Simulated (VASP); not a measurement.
# Zr2N (P4_2/mnm) in VASP: a series of runs, part 2 of 2

VASP 6.6.1. Earlier steps stand in the parts before.

## (3) Single point, PBEsol (biaxial strain in the a-b plane: +4.0 %)

INCAR reads:

```
  ALGO = Normal
  EDIFF = 1E-6
  ENCUT = 520
  GGA = PS
  ISIF = 2
  ISMEAR = 0
  LASPH = True
  LCHARG = False
  LREAL = False
  LWAVE = False
  NBANDS = 38
  NELM = 100
  PREC = Accurate
  SIGMA = 0.1
```

KPOINTS reads:

```
k-points
0
Gamma
  8 8 12
```

POSCAR reads:

```
Zr2N
1.0
    5.5848507998      0.0000000000      0.0000000000
    0.0000000000      5.5848507998      0.0000000000
    0.0000000000      0.0000000000      3.1940800271
Zr N
4 2
Direct
    0.2976766271      0.2976766271      0.0000000000
    0.7023233729      0.7023233729      0.0000000000
    0.7976766271      0.2023233729      0.5000000000
    0.2023233729      0.7976766271      0.5000000000
    0.0000000000      0.0000000000      0.0000000000
    0.5000000000      0.5000000000      0.5000000000
```

Potentials or basis: VASP PAW PBE potentials, release 64 (Zr_sv, N).

Run with:

```console
$ cat potpaw_PBE.64/Zr_sv/POTCAR potpaw_PBE.64/N/POTCAR > POTCAR
$ mpirun -np 1 vasp_std > vasp.out
```

OUTCAR:

```text
EDIFF = 1E-6
   ENCUT = 520
   GGA = PS
   ISIF = 2
   ISMEAR = 0
   LASPH = True
   LREAL = False
   NELM = 100
   PREC = Accurate

 ion  position               nearest neighbor table
   1  0.298  0.298  0.000-   6 2.26   6 2.26   5 2.35   2 3.20   4 3.26   3 3.26   4 3.26   3 3.26
                             4 3.26   4 3.26   3 3.26   3 3.26
   2  0.702  0.702  0.000-   6 2.26   6 2.26   5 2.35   1 3.20   4 3.26   3 3.26   4 3.26   3 3.26
                             3 3.26   3 3.26   4 3.26   4 3.26
   3  0.798  0.202  0.500-   5 2.26   5 2.26   6 2.35   4 3.20   1 3.26   1 3.26   2 3.26   2 3.26
                             2 3.26   2 3.26   1 3.26   1 3.26
   4  0.202  0.798  0.500-   5 2.26   5 2.26   6 2.35   3 3.20   1 3.26   1 3.26   2 3.26   2 3.26
                             1 3.26   1 3.26   2 3.26   2 3.26
   5  0.000  0.000  0.000-   3 2.26   4 2.26   3 2.26   4 2.26   1 2.35   2 2.35
   6  0.500  0.500  0.500-   1 2.26   2 2.26   1 2.26   2 2.26   3 2.35   4 2.35

  LATTYP: Found a simple tetragonal cell.
 ALAT       =     5.5848507998
 C/A-ratio  =     0.5719185958

  Lattice vectors:

 A1 = (   5.5848507998,   0.0000000000,   0.0000000000)
 A2 = (   0.0000000000,   5.5848507998,   0.0000000000)
 A3 = (   0.0000000000,   0.0000000000,   3.1940800271)

Analysis of symmetry for initial positions (statically):
=====================================================================
 Subroutine PRICEL returns:
 Original cell was already a primitive cell.

 Routine SETGRP: Setting up the symmetry group for a
 simple tetragonal supercell.

 Subroutine GETGRP returns: Found 16 space group operations
 (whereof  8 operations were pure point group operations)
 out of a pool of 16 trial point group operations.

The static configuration has the point symmetry D_2h.
 The point group associated with its full space group is D_4h.

Analysis of symmetry for dynamics (positions and initial velocities):
=====================================================================
 Subroutine PRICEL returns:
 Original cell was already a primitive cell.

 Routine SETGRP: Setting up the symmetry group for a
 simple tetragonal supercell.

 Subroutine GETGRP returns: Found 16 space group operations
 (whereof  8 operations were pure point group operations)
 out of a pool of 16 trial point group operations.

The dynamic configuration has the point symmetry D_2h.
 The point group associated with its full space group is D_4h.

 Subroutine INISYM returns: Found 16 space group operations
 (whereof  8 operations are pure point group operations),
 and found     1 'primitive' translations

----------------------------------------------------------------------------------------

                                     Primitive cell

  volume of cell :      99.6251

  direct lattice vectors                    reciprocal lattice vectors
     5.584850800  0.000000000  0.000000000     0.179055813  0.000000000  0.000000000
     0.000000000  5.584850800  0.000000000     0.000000000  0.179055813  0.000000000
     0.000000000  0.000000000  3.194080027     0.000000000  0.000000000  0.313079194

  length of vectors
     5.584850800  5.584850800  3.194080027     0.179055813  0.179055813  0.313079194

  position of ions in fractional coordinates (direct lattice)
     0.297676627  0.297676627  0.000000000
     0.702323373  0.702323373  0.000000000
[... 28 lines left out ...]

  Length of vectors
     0.022381977  0.022381977  0.026089933

  Shift w.r.t. Gamma in fractional coordinates (k-lattice)
     0.000000000  0.000000000  0.000000000

 Subroutine IBZKPT returns following result:
 ===========================================

 Found    105 irreducible k-points:

 Following reciprocal coordinates:
            Coordinates               Weight
  0.000000  0.000000  0.000000      1.000000
  0.125000  0.000000  0.000000      4.000000
  0.250000  0.000000  0.000000      4.000000
  0.375000  0.000000  0.000000      4.000000
  0.500000  0.000000  0.000000      2.000000
  0.125000  0.125000  0.000000      4.000000
[... 16 lines left out ...]
  0.375000  0.125000  0.083333     16.000000
  0.500000  0.125000  0.083333      8.000000
 [... further k-points ...]
   k-points           NKPTS =    105   k-points in BZ     NKDIM =    105   number of bands    NBANDS=     38
   number of dos      NEDOS =    301   number of ions     NIONS =      6
   total plane-waves  NPLWV =  42336
   dimension x,y,z NGX =    42 NGY =   42 NGZ =   24
   dimension x,y,z NGXF=    84 NGYF=   84 NGZF=   48
   ions per type =               4   2
   NGX,Y,Z   is equivalent  to a cutoff of  12.50, 12.50, 12.49 a.u.
   NGXF,Y,Z  is equivalent  to a cutoff of  25.00, 25.00, 24.98 a.u.
 SYSTEM =  unknown system
   PREC   = accura    normal or accurate (medium, high low for compatibility)
   ISTART =      0    job   : 0-new  1-cont  2-samecut
   ICHARG =      2    charge: 1-file 2-atom 10-const
   ISPIN  =      1    spin polarized calculation?
   LNONCOLLINEAR =      F non collinear calculations
   LSORBIT =      F    spin-orbit coupling
   LASPH  =      T    aspherical Exc in radial PAW
   ENCUT  =  520.0 eV  38.22 Ry    6.18 a.u.  10.38 10.38  5.94*2*pi/ulx,y,z
   NELM   =    100;   NELMIN=  2; NELMDL= -5     # of ELM steps
   EDIFF  = 0.1E-05   stopping-criterion for ELM
   LREAL  =      F    real-space projection
[... 7 lines left out ...]
   TEBEG  =    0.0;   TEEND  =   0.0 temperature during run
   PSTRESS=    0.0 pullay stress
   NELECT =      58.0000    total number of electrons
   NUPDOWN=      -1.0000    fix difference up-down
   EMIN   =  10.00;   EMAX   =-10.00  energy-range for DOS
   EFERMI =   0.00;   METHOD = LEGACY
   ISMEAR =     0;   SIGMA  =   0.10  broadening in eV -4-tet -1-fermi 0-gaus
   EFERMI_NEDOS =   21; number of points for ismear=-14 and -15
   IALGO  =     38    algorithm
   IMIX   =      4    mixing-type and parameters
     AMIX     =   0.40;   BMIX     =  1.00
     AMIX_MAG =   1.60;   BMIX_MAG =  1.00
  volume/ion in A,a.u.               =      16.60       112.05
  Fermi-wavevector in a.u.,A,eV,Ry     =   1.366977  2.583212 25.424199  1.868626
  Thomas-Fermi vector in A             =   2.493070
   LORBIT       =      0    0 simple, 1 ext, 2 COOP (PROOUT), +10 PAW based schemes
   GGA     = PS    functional components
   LHFCALC =     F    Hartree Fock is set to
   AEXX    =    0.0000 exact exchange contribution
   IVDW    =     0    specifies the selected vdW correction
   LEPSILON=     F    determine dielectric tensor
   LRPA    =     F    only Hartree local field effects (RPA)
 non-spin polarized calculation
 Gauss-broadening in eV      SIGMA  =   0.10
  energy-cutoff  :      520.00
  volume of cell :       99.63
 maximum number of plane-waves:      2724
 NGX is ok and might be reduce to    42
   NGX = 21   NGY = 21   NGZ = 11

 number of electron      57.9999995 magnetization

 Free energy of the ion-electron system (eV)
  ---------------------------------------------------
  ext. energy  EPLUGINS =         0.00000000
  ---------------------------------------------------
  free energy    TOTEN  =       -61.48230625 eV

  energy without entropy =      -61.46487409  energy(sigma->0) =      -61.47359017

 E-fermi :   9.2284     XC(G=0): -11.6921

 val. band max:        9.2269993354   @ k =   0.2500   0.2500   0.2500
 cond. band min:       9.2341429563   @ k =   0.5000   0.3750   0.2500
 fundamental gap:      0.0071436209
 Fermi energy:         9.2283514276

 k-point     1 :       0.0000    0.0000    0.0000
  band No.  band energies     occupation
      1     -39.4310      2.00000
      2     -39.3182      2.00000
      3     -39.3182      2.00000
      4     -39.2679      2.00000
      5     -18.2512      2.00000
      6     -17.7538      2.00000
[... 973 lines left out ...]
     37      12.6518      0.00000
     38      12.6518      0.00000

 [... further k-points ...]
[... 5 lines left out ...]
  --------------------------------------------------------------------------------------
  -------------------------------------------------------------------------------------
  Total       -8.1460440     -8.1460440      1.3158591      0.0000000      0.0000000      0.0000000
  in kB     -131.0051557   -131.0051557     21.1617233      0.0000000      0.0000000      0.0000000
  external PRESSURE =     -80.2828627 kB  Pullay stress =       0.0000000 kB

 VOLUME and BASIS-vectors are now :
 -----------------------------------------------------------------------------
  energy-cutoff  :      520.00
  volume of cell :       99.63
      direct lattice vectors                 reciprocal lattice vectors
     5.584850800  0.000000000  0.000000000     0.179055813  0.000000000  0.000000000
     0.000000000  5.584850800  0.000000000     0.000000000  0.179055813  0.000000000
     0.000000000  0.000000000  3.194080027     0.000000000  0.000000000  0.313079194

 POSITION                                       TOTAL-FORCE (eV/Angst)
 -----------------------------------------------------------------------------------
      1.66248      1.66248      0.00000         0.118729      0.118729      0.000000
      3.92237      3.92237      0.00000        -0.118729     -0.118729     -0.000000
      4.45490      1.12995      1.59704         0.118729     -0.118729     -0.000000
      1.12995      4.45490      1.59704        -0.118729      0.118729     -0.000000
      0.00000      0.00000      0.00000         0.000000      0.000000     -0.000000
      2.79243      2.79243      1.59704         0.000000      0.000000     -0.000000
 -----------------------------------------------------------------------------------
    total drift:                                0.000000      0.000000      0.000000

  FREE ENERGIE OF THE ION-ELECTRON SYSTEM (eV)
  ---------------------------------------------------
  free  energy   TOTEN  =       -61.4823062473 eV

  energy  without entropy=      -61.4648740935  energy(sigma->0) =      -61.47359017
```

OSZICAR:

```text
N       E                     dE             d eps       ncg     rms          rms(c)
DAV:   1     0.572583108067E+03    0.57258E+03   -0.31165E+04  7980   0.154E+03
DAV:   2    -0.150923478843E+02   -0.58768E+03   -0.57143E+03  9106   0.449E+02
DAV:   3    -0.656868269787E+02   -0.50594E+02   -0.49876E+02 12612   0.106E+02
DAV:   4    -0.691077341871E+02   -0.34209E+01   -0.34114E+01 11738   0.249E+01
DAV:   5    -0.692475507777E+02   -0.13982E+00   -0.13977E+00 11004   0.438E+00    0.327E+01
DAV:   6    -0.617952698973E+02    0.74523E+01   -0.44034E+01  9964   0.269E+01    0.142E+01
DAV:   7    -0.615534284378E+02    0.24184E+00   -0.53687E+00 11150   0.792E+00    0.745E+00
DAV:   8    -0.614965712103E+02    0.56857E-01   -0.53397E-01  9344   0.340E+00    0.123E+00
DAV:   9    -0.614845665677E+02    0.12005E-01   -0.17962E-01 10336   0.146E+00    0.688E-01
DAV:  10    -0.614821609828E+02    0.24056E-02   -0.36799E-02 10360   0.885E-01    0.130E-01
DAV:  11    -0.614823430113E+02   -0.18203E-03   -0.12086E-03 10392   0.198E-01    0.394E-02
DAV:  12    -0.614823052884E+02    0.37723E-04   -0.17035E-04 11592   0.559E-02    0.872E-03
DAV:  13    -0.614823062473E+02   -0.95890E-06   -0.92488E-06  8246   0.141E-02
   1 F= -.61482306E+02 E0= -.61473590E+02  d E =-.174322E-01
```

It took 3 min on 1 thread of AMD EPYC 9R45 (Zen 5), shared host; peak memory 0.38 GiB.

What came out:

- Free energy: -61.4823 eV
- Pressure: -8.0 GPa
- Largest force: 0.168 eV/Å
- Band gap on the k mesh: zero (bands 29 and 30 overlap by 2.20 eV)

Forces on the atoms (eV/Å):
```
Zr   0.119  0.119  0.000
Zr  -0.119 -0.119  0.000
Zr   0.119 -0.119  0.000
Zr  -0.119  0.119  0.000
N    0.000  0.000  0.000
N    0.000  0.000  0.000
```

Levels at points of the mesh, in eV from the Fermi level:
```tsv
k point	band 26	band 27	band 28	band 29	band 30	band 31	band 32	band 33
(0.00, 0.00, 0.00)	-1.93	0.09	0.33	0.84	0.88	0.88	1.32	1.77
(0.50, 0.00, 0.00)	-2.04	-0.99	-0.99	1.25	1.25	1.42	1.42	1.95
(0.50, 0.50, 0.00)	-1.54	-1.17	-1.17	1.00	1.00	1.17	1.17	1.53
(0.00, 0.00, 0.50)	-1.17	-1.00	-1.00	-0.96	-0.96	1.71	1.71	2.88
(0.50, 0.00, 0.50)	-1.71	-0.79	-0.79	-0.63	-0.63	1.40	1.40	3.12
(0.50, 0.50, 0.50)	-1.28	-0.96	-0.96	-0.14	-0.14	0.98	0.98	2.43
```

Caveat: the cell differs from its parent crystal (biaxial strain in the a-b plane: +4.0 %); the stress differs along the axes, from -13 to 2 GPa; the PAW data sets were made with another functional, which shifts forces and pressure a little.

## (4) Single point, PBEsol (biaxial strain in the a-b plane: +4.0 %, then relaxed in part)

INCAR reads:

```
SYSTEM = Zr2N
PREC = Accurate ; ENCUT = 520
EDIFF = 1E-6 ; ISMEAR = 0
SIGMA = 0.1 ; LREAL = .False.
LASPH = .True. ; NELM = 100
ALGO = Normal ; ISIF = 2
LWAVE = .False. ; LCHARG = .False.
GGA = PS ; NBANDS = 38
```

KPOINTS reads:

```
regular mesh
0
Gamma
  8 8 12
  0 0 0
```

POSCAR reads:

```
Zr2N
1.0
    5.5848507998      0.0000000000      0.0000000000
    0.0000000000      5.5848507998      0.0000000000
    0.0000000000      0.0000000000      3.2113586819
Zr N
4 2
Direct
    0.2999239642      0.2999239642      0.0000000000
    0.7000760358      0.7000760358      0.0000000000
    0.7999239642      0.2000760358      0.5000000000
    0.2000760358      0.7999239642      0.5000000000
    0.0000000000      0.0000000000      0.0000000000
    0.5000000000      0.5000000000      0.5000000000
```

Run with:

```console
$ cat potpaw_PBE.64/Zr_sv/POTCAR potpaw_PBE.64/N/POTCAR > POTCAR
$ mpirun -np 1 vasp_std > vasp.out
```

Wall time 2.7 min (1 thread of AMD EPYC 9R45 (Zen 5), shared host); peak memory 0.38 GiB.

It converged, with:

| Property | Result |
| --- | --- |
| Free energy | -61.4924 eV |
| Pressure | -8.5 GPa |
| Largest force | 0.011 eV/Å |
| Band gap on the k mesh | zero (bands 29 and 30 overlap by 2.29 eV) |

Forces in eV/Å, atoms in the order of the input:
```
Zr  -0.008 -0.008  0.000
Zr   0.008  0.008  0.000
Zr  -0.008  0.008  0.000
Zr   0.008 -0.008  0.000
N    0.000  0.000  0.000
N    0.000  0.000  0.000
```

Stress tensor (GPa, compression positive):
```
-12.83   0.00   0.00
  0.00 -12.83   0.00
  0.00   0.00   0.23
```

Levels at points of the mesh, in eV from the Fermi level:
| k point | band 25 | band 26 | band 27 | band 28 | band 29 | band 30 | band 31 | band 32 | band 33 | band 34 |
| --- | --- | --- | --- | --- | --- | --- | --- | --- | --- | --- |
| (0.00, 0.00, 0.00) | -3.16 | -1.88 | 0.06 | 0.43 | 0.80 | 0.90 | 0.90 | 1.30 | 1.73 | 1.73 |
| (0.50, 0.00, 0.00) | -2.00 | -2.00 | -0.97 | -0.97 | 1.29 | 1.29 | 1.44 | 1.44 | 1.91 | 1.91 |
| (0.50, 0.50, 0.00) | -1.53 | -1.53 | -1.12 | -1.12 | 1.11 | 1.11 | 1.23 | 1.23 | 1.42 | 1.42 |
| (0.00, 0.00, 0.50) | -1.15 | -1.15 | -1.03 | -1.03 | -1.00 | -1.00 | 1.79 | 1.79 | 2.95 | 2.95 |
| (0.50, 0.00, 0.50) | -1.69 | -1.69 | -0.80 | -0.80 | -0.64 | -0.64 | 1.43 | 1.43 | 3.15 | 3.15 |
| (0.50, 0.50, 0.50) | -1.22 | -1.22 | -0.89 | -0.89 | -0.19 | -0.19 | 0.90 | 0.90 | 2.33 | 2.33 |

Caveat: the cell differs from its parent crystal (biaxial strain in the a-b plane: +4.0 %, then relaxed in part); the stress differs along the axes, from -13 to 0 GPa; the PAW data sets were made with another functional, which shifts forces and pressure a little.

## (5) Overview

```csv
cell,gap on the mesh (eV),pressure (GPa),largest force (eV/Å)
"a = 5.477, b = 5.477, c = 3.240 Å, 6 atoms, atomic positions A",none,-4.6,0.01
"a = 5.585, b = 5.585, c = 3.194 Å, 6 atoms, atomic positions A",none,-8.0,0.17
"a = 5.585, b = 5.585, c = 3.211 Å, 6 atoms, atomic positions B",none,-8.5,0.01
```

Alike in all rows: task single point; level PBEsol; potentials or basis VASP PAW PBE potentials, release 64 (Zr_sv, N); no spin polarisation; k mesh 8 × 8 × 12; cutoff (eV) 520; smearing gaussian 0.1 eV.

Caveats: the PAW data sets were made with another functional, which shifts forces and pressure a little; the stress differs along the axes, from -7 to 0 GPa (at least some runs); the stress differs along the axes, from -13 to 2 GPa (at least some runs); the stress differs along the axes, from -13 to 0 GPa (at least some runs).

Total energies depend on the potentials used, so only differences within one code and one set of settings carry meaning.
